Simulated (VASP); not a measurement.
Input of a VASP 6.6.1 run:

INCAR

```
PREC = Accurate
ENCUT = 520
EDIFF = 1E-6
ISMEAR = 0
SIGMA = 0.05
LREAL = False
LASPH = True
NELM = 150
ALGO = Normal
ISIF = 2
LWAVE = False
LCHARG = True
ISPIN = 2
MAGMOM = 1 0 0 -1 1 0 0 -1 0 0
LORBIT = 11
GGA = PE
LELF = True
LVHAR = True
NBANDS = 32
```

File KPOINTS:

```
Automatic mesh
0
Gamma
  1 1 36
```

Contents of POSCAR:

```
HC4
1.0
   18.3000000000      0.0000000000      0.0000000000
    0.0000000000      9.3000000000      0.0000000000
    0.0000000000      0.0000000000      2.4665450959
C H
8 2
Direct
    0.3443649754      0.5000000000      0.0000000000
    0.4610912439      0.5000000000      0.5000000000
    0.5778175123      0.5000000000      0.0000000000
    0.6945437807      0.5000000000      0.5000000000
    0.3054562193      0.5000000000      0.5000000000
    0.4221824877      0.5000000000      0.0000000000
    0.5389087561      0.5000000000      0.5000000000
    0.6556350246      0.5000000000      0.0000000000
    0.7541066223      0.5000000000      0.5000000000
    0.2458933777      0.5000000000      0.5000000000
```

Potentials or basis: VASP PAW PBE potentials, release 64 (C, H).

Run with:

```console
$ cat potpaw_PBE.64/C/POTCAR potpaw_PBE.64/H/POTCAR > POTCAR
$ mpirun -np 1 vasp_std > vasp.out
```

Task: Estimate the site moments.

Result: C -0.04, -0.03, -0.14, +0.14, +0.04, +0.03 (each value once); H +0.00, -0.00 μB.

Task: Predict the net moment.

Result: 0.00 μB per cell.

Task: Estimate the band gap on the k mesh.

Result: 0.60 eV.

Forces in eV/Å, atoms in the order of the input:
```
C   -1.632  0.000  0.000
C   -0.435  0.000  0.000
C   -0.654  0.000  0.000
C   -1.082  0.000  0.000
C    1.082  0.000  0.000
C    0.654  0.000  0.000
C    0.435  0.000  0.000
C    1.632  0.000  0.000
H    0.014  0.000  0.000
H   -0.014  0.000  0.000
```
